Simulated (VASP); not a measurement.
Write the native input for VASP 6.6.1 that does the following.

- Task: single point
- Functional: PBEsol
- Potentials or basis: VASP PAW PBE potentials, release 64 (Cu)
- Cutoff: 520 eV
- k mesh: 20 × 20 × 20
- Occupations: fermi-dirac, width 0.5 eV
- Spin: no spin polarisation
- Dipole correction: no
- Further INCAR settings: ALGO = Fast; EDIFF = 1e-06; NBANDS = 12

The structure of Cu lies in POSCAR:

```
Cu
1.0
   -1.4427933200      1.4427933200      1.3760814500
    1.4427933200     -1.4427933200      1.3760814500
    1.4427933200      1.4427933200     -1.3760814500
Cu
1
Direct
    0.0000000000      0.0000000000      0.0000000000
```

One way to write it, as run:

INCAR

```
ALGO = Fast ; EDIFF = 1E-6
ENCUT = 520 ; GGA = PS
ISIF = 2 ; ISMEAR = -1
LASPH = T ; LCHARG = T
LELF = T ; LREAL = F
LVHAR = T ; LWAVE = F
NBANDS = 12 ; NELM = 80
PREC = Accurate ; SIGMA = 0.5
```

KPOINTS

```
k-points
0
Gamma
  20 20 20
```

Potentials or basis: VASP PAW PBE potentials, release 64 (Cu).

The run is started by

```bash
$ cat potpaw_PBE.64/Cu/POTCAR > POTCAR
$ mpirun -np 1 vasp_std > vasp.out
```

It gave:

| Item | Value |
| --- | --- |
| Pressure | 1.7 GPa |
| Band gap on the k mesh | zero (an odd number of electrons rules out a gap without spin polarisation) |

Caveat: so wide a smearing shifts energies and pressures; the PAW data sets were made with another functional, which shifts forces and pressure a little.

Wall time 2.1 min on 1 thread of Intel Xeon 8259CL (shared host), peak memory 0.19 GiB.
